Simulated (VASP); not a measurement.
# WSe2 in VASP: single point with LDA

Aim: the single point of WSe2 with LDA.

All numbers are computed with VASP 6.6.1; they aren't measurements. Logs are shortened: lines on timing, memory, paths and dates and some standing lists are left out, and cuts for length are marked.

### 1 The cell of the first run

The cell holds a slab with vacuum, 6 atoms: a = 3.249 Å, b = 3.249 Å, c = 23.628 Å, α = 90.00°, β = 90.00°, γ = 120.00°.

### 2 Single point, LDA

INCAR reads:

```
PREC = Accurate ; ENCUT = 520
EDIFF = 1E-7 ; ISMEAR = 0
SIGMA = 0.05 ; LREAL = False
LASPH = True ; NELM = 100
ALGO = Normal ; ISIF = 2
LWAVE = False ; LCHARG = False
NBANDS = 35
```

KPOINTS reads:

```
regular mesh
0
Gamma
  9 9 2
```

POSCAR reads:

```
WSe2
1.0
    3.2486079436      0.0000000000      0.0000000000
   -1.6243039718      2.8133770061      0.0000000000
    0.0000000000      0.0000000000     23.6283233151
W Se
2 4
Direct
    0.6666666667      0.3333333333      0.1354666708
    0.3333333333      0.6666666667      0.8645333292
    0.3333333333      0.6666666667      0.2058884835
    0.6666666667      0.3333333333      0.9351101390
    0.3333333333      0.6666666667      0.0648898610
    0.6666666667      0.3333333333      0.7941115165
```

Potentials or basis: VASP PAW LDA potentials, release 64 (W_sv, Se).

Command:

```bash
$ cat potpaw_LDA.64/W_sv/POTCAR potpaw_LDA.64/Se/POTCAR > POTCAR
$ mpirun -np 1 vasp_std > vasp.out
```

OUTCAR:

```text
PREC = Accurate
   ENCUT = 520
   EDIFF = 1E-7
   ISMEAR = 0
   LREAL = False
   LASPH = True
   NELM = 100
   ISIF = 2

 ion  position               nearest neighbor table
   1  0.667  0.333  0.135-   3 2.51   3 2.51   3 2.51   5 2.51   5 2.51   5 2.51
   2  0.333  0.667  0.865-   6 2.51   6 2.51   6 2.51   4 2.51   4 2.51   4 2.51
   3  0.333  0.667  0.206-   1 2.51   1 2.51   1 2.51
   4  0.667  0.333  0.935-   2 2.51   2 2.51   2 2.51
   5  0.333  0.667  0.065-   1 2.51   1 2.51   1 2.51
   6  0.667  0.333  0.794-   2 2.51   2 2.51   2 2.51

  LATTYP: Found a hexagonal cell.
 ALAT       =     3.2486079436
 C/A-ratio  =     7.2733686937

  Lattice vectors:

 A1 = (   3.2486079436,   0.0000000000,   0.0000000000)
 A2 = (  -1.6243039718,   2.8133770061,   0.0000000000)
 A3 = (   0.0000000000,   0.0000000000,  23.6283233151)

Analysis of symmetry for initial positions (statically):
=====================================================================
 Subroutine PRICEL returns:
 Original cell was already a primitive cell.

 Routine SETGRP: Setting up the symmetry group for a
 hexagonal supercell.

 Subroutine GETGRP returns: Found 12 space group operations
 (whereof 12 operations were pure point group operations)
 out of a pool of 24 trial point group operations.

The static configuration has the point symmetry D_3d.

Analysis of symmetry for dynamics (positions and initial velocities):
=====================================================================
 Subroutine PRICEL returns:
 Original cell was already a primitive cell.

 Routine SETGRP: Setting up the symmetry group for a
 hexagonal supercell.

 Subroutine GETGRP returns: Found 12 space group operations
 (whereof 12 operations were pure point group operations)
 out of a pool of 24 trial point group operations.

The dynamic configuration has the point symmetry D_3d.

 Subroutine INISYM returns: Found 12 space group operations
 (whereof 12 operations are pure point group operations),
 and found     1 'primitive' translations

----------------------------------------------------------------------------------------

                                     Primitive cell

  volume of cell :     215.9525

[... 94 lines left out ...]
   NELM   =    100;   NELMIN=  2; NELMDL= -5     # of ELM steps
   EDIFF  = 0.1E-06   stopping-criterion for ELM
   LREAL  =      F    real-space projection
   EDIFFG = 0.1E-05   stopping-criterion for IOM
   NSW    =      0    number of steps for IOM
   IBRION =     -1    ionic relax: 0-MD 1-quasi-New 2-CG
   NFREE  =      0    steps in history (QN), initial steepest desc. (CG)
   ISIF   =      2    stress and relaxation
   ISYM   =      2    0-nonsym 1-usesym 2-fastsym
   POTIM  = 0.5000    time-step for ionic-motion
   TEBEG  =    0.0;   TEEND  =   0.0 temperature during run
   PSTRESS=    0.0 pullay stress
   NELECT =      52.0000    total number of electrons
   NUPDOWN=      -1.0000    fix difference up-down
   EMIN   =  10.00;   EMAX   =-10.00  energy-range for DOS
   EFERMI =   0.00;   METHOD = LEGACY
   ISMEAR =     0;   SIGMA  =   0.05  broadening in eV -4-tet -1-fermi 0-gaus
   EFERMI_NEDOS =   21; number of points for ismear=-14 and -15
   IALGO  =     38    algorithm
   IMIX   =      4    mixing-type and parameters
     AMIX     =   0.40;   BMIX     =  1.00
     AMIX_MAG =   1.60;   BMIX_MAG =  1.00
  volume/ion in A,a.u.               =      35.99       242.89
  Fermi-wavevector in a.u.,A,eV,Ry     =   1.018490  1.924666 14.113608  1.037321
  Thomas-Fermi vector in A             =   2.151950
   LORBIT       =      0    0 simple, 1 ext, 2 COOP (PROOUT), +10 PAW based schemes
   GGA     = CA    functional components
   LHFCALC =     F    Hartree Fock is set to
   AEXX    =    0.0000 exact exchange contribution
   IVDW    =     0    specifies the selected vdW correction
   LEPSILON=     F    determine dielectric tensor
   LRPA    =     F    only Hartree local field effects (RPA)
 non-spin polarized calculation
 Gauss-broadening in eV      SIGMA  =   0.05
  energy-cutoff  :      520.00
  volume of cell :      215.95
 maximum number of plane-waves:      5916
   NGX = 13   NGY = 13   NGZ = 87

 number of electron      51.9999999 magnetization

 Free energy of the ion-electron system (eV)
  ---------------------------------------------------
  ext. energy  EPLUGINS =         0.00000000
  ---------------------------------------------------
  free energy    TOTEN  =       -48.37098204 eV

  energy without entropy =      -48.37098204  energy(sigma->0) =      -48.37098204

 E-fermi :   1.5338     XC(G=0):  -6.5301

 val. band max:        1.1396233214   @ k =   0.0000   0.0000   0.0000
 cond. band min:       2.5178010248   @ k =   0.2222   0.1111   0.0000
 fundamental gap:      1.3781777034
 Fermi energy:         1.5337594854

 k-point     1 :       0.0000    0.0000    0.0000
  band No.  band energies     occupation
      1     -72.5060      2.00000
      2     -72.5060      2.00000
      3     -37.0558      2.00000
      4     -37.0558      2.00000
      5     -36.8791      2.00000
      6     -36.8791      2.00000
[... 901 lines left out ...]
     34       6.0539      0.00000
     35       7.1669      0.00000

------------------------ aborting loop because EDIFF is reached ----------------------------------------

  FORCE on cell =-STRESS in cart. coord.  units (eV):
  Direction    XX          YY          ZZ          XY          YZ          ZX
  --------------------------------------------------------------------------------------
  -------------------------------------------------------------------------------------
  Total        0.5235677      0.5235677      0.6823786      0.0000000      0.0000000      0.0000000
  in kB        3.8844120      3.8844120      5.0626490      0.0000000      0.0000000      0.0000000
  external PRESSURE =       4.2771577 kB  Pullay stress =       0.0000000 kB

 VOLUME and BASIS-vectors are now :
 -----------------------------------------------------------------------------
  energy-cutoff  :      520.00
  volume of cell :      215.95
      direct lattice vectors                 reciprocal lattice vectors
     3.248607944  0.000000000  0.000000000     0.307824156  0.177722360  0.000000000
    -1.624303972  2.813377006  0.000000000     0.000000000  0.355444719  0.000000000
     0.000000000  0.000000000 23.628323315     0.000000000  0.000000000  0.042322089

 POSITION                                       TOTAL-FORCE (eV/Angst)
 -----------------------------------------------------------------------------------
      1.62430      0.93779      3.20085         0.000000     -0.000000      0.000568
     -0.00000      1.87558     20.42747        -0.000000      0.000000     -0.000568
     -0.00000      1.87558      4.86480         0.000000     -0.000000      0.105037
      1.62430      0.93779     22.09508        -0.000000     -0.000000      0.103924
     -0.00000      1.87558      1.53324        -0.000000      0.000000     -0.103924
      1.62430      0.93779     18.76352        -0.000000      0.000000     -0.105037
 -----------------------------------------------------------------------------------
    total drift:                                0.000000      0.000000     -0.000000

  FREE ENERGIE OF THE ION-ELECTRON SYSTEM (eV)
  ---------------------------------------------------
  free  energy   TOTEN  =       -48.3709820383 eV

  energy  without entropy=      -48.3709820383  energy(sigma->0) =      -48.37098204
```

OSZICAR:

```text
N       E                     dE             d eps       ncg     rms          rms(c)
DAV:   1     0.473347089541E+03    0.47335E+03   -0.27217E+04  2000   0.131E+03
DAV:   2    -0.171894625819E+02   -0.49054E+03   -0.47620E+03  2133   0.334E+02
DAV:   3    -0.493115875551E+02   -0.32122E+02   -0.31698E+02  2085   0.818E+01
[... 16 lines left out ...]
DAV:  20    -0.483709780421E+02   -0.71813E-05   -0.30531E-07  1627   0.112E-03    0.835E-04
DAV:  21    -0.483709814430E+02   -0.34009E-05   -0.19218E-07  1421   0.777E-04    0.158E-04
DAV:  22    -0.483709818764E+02   -0.43339E-06   -0.13634E-08  1350   0.274E-04    0.118E-04
DAV:  23    -0.483709819863E+02   -0.10995E-06   -0.29777E-09  1080   0.129E-04    0.751E-05
DAV:  24    -0.483709820383E+02   -0.51929E-07   -0.17793E-09  1099   0.846E-05
   1 F= -.48370982E+02 E0= -.48370982E+02  d E =-.359497E-30
```

stdout:

```text
POSCAR found type information on POSCAR W Se
 POSCAR found :  2 types and       6 ions
 scaLAPACK will be used
 LDA part: xc-table for (Slater(with rela. corr.)+CA(PZ))
 , standard interpolation
 POSCAR, INCAR and KPOINTS ok, starting setup
 FFT: planning ... GRIDC
 FFT: planning ... GRID_SOFT
 FFT: planning ... GRID
 WAVECAR not read
 entering main loop
```

It took 4.8 min on 1 thread of Intel Xeon Platinum 8375C at 2.90GHz (Ice Lake), shared host; peak memory 0.34 GiB.

Results:

```yaml
Free_energy: -48.3710 eV
Largest_force: 0.105 eV/Å
Band_gap_on_the_k_mesh: 1.38 eV (least direct gap 1.69 eV)
```

Forces in eV/Å, atoms in the order of the input:
```
W    0.000  0.000  0.001
W    0.000  0.000 -0.001
Se   0.000  0.000  0.105
Se   0.000  0.000  0.104
Se   0.000  0.000 -0.104
Se   0.000  0.000 -0.105
```

Caveat: there is no dipole correction, which matters where the two faces differ; spin-orbit coupling is left out, which moves the levels of the heavy elements.
